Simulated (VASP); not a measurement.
Set up this calculation in VASP 6.6.1, as the native input.

| Property | Result |
| --- | --- |
| Task | relaxation of cell and atoms |
| Functional | PBE |
| Potentials or basis | VASP PAW PBE potentials, release 64 (Bi_d) |
| Cutoff | 600 eV |
| k mesh | 16 × 16 × 16 |
| Occupations | gaussian, width 0.1 eV |
| Spin | no spin polarisation |
| Dipole correction | no |
| Further INCAR settings | ALGO = Normal; EDIFF = 1e-07; IBRION = 2; EDIFFG = -0.01; NSW = 100; ISIF = 3 |

The structure of Bi lies in POSCAR:

```
Bi
1.0
    3.2783663726      0.0000000000      0.0000000000
    0.0000000000      3.2783663726      0.0000000000
    0.0000000000      0.0000000000      3.2783663726
Bi
1
Direct
    0.5000000000      0.5000000000      0.5000000000
```

The input as run:

INCAR

```
SYSTEM = Bi
PREC = Accurate
ENCUT = 600
EDIFF = 1E-7
ISMEAR = 0
SIGMA = 0.1
LREAL = .False.
LASPH = .True.
NELM = 60
ALGO = Normal
ISIF = 3
LWAVE = .False.
LCHARG = .False.
GGA = PE
IBRION = 2
NSW = 100
EDIFFG = -0.01
```

KPOINTS

```
Automatic mesh
0
Gamma
  16 16 16
  0 0 0
```

Potentials or basis: VASP PAW PBE potentials, release 64 (Bi_d).

Command:

```console
$ cat potpaw_PBE.64/Bi_d/POTCAR > POTCAR
$ mpirun -np 1 vasp_std > vasp.out
```

Results of the run:

```yaml
Relaxed_volume: 35.12 Å³/atom
Relaxed_cell: a = 3.275 Å, b = 3.275 Å, c = 3.275 Å, α = 90.00°, β = 90.00°, γ = 90.00°
Space_group_after_relaxing_to_0.05_Å: Pm-3m (No. 221)
Energy_gained_by_relaxing: 0.1 meV/atom
Ionic_steps: 3
Pressure_after_relaxing: 0.0 GPa
```

It took 63 s on 1 thread of Intel(R) Xeon(R) 6975P-C (Granite Rapids) (shared host), peak memory 0.21 GiB.
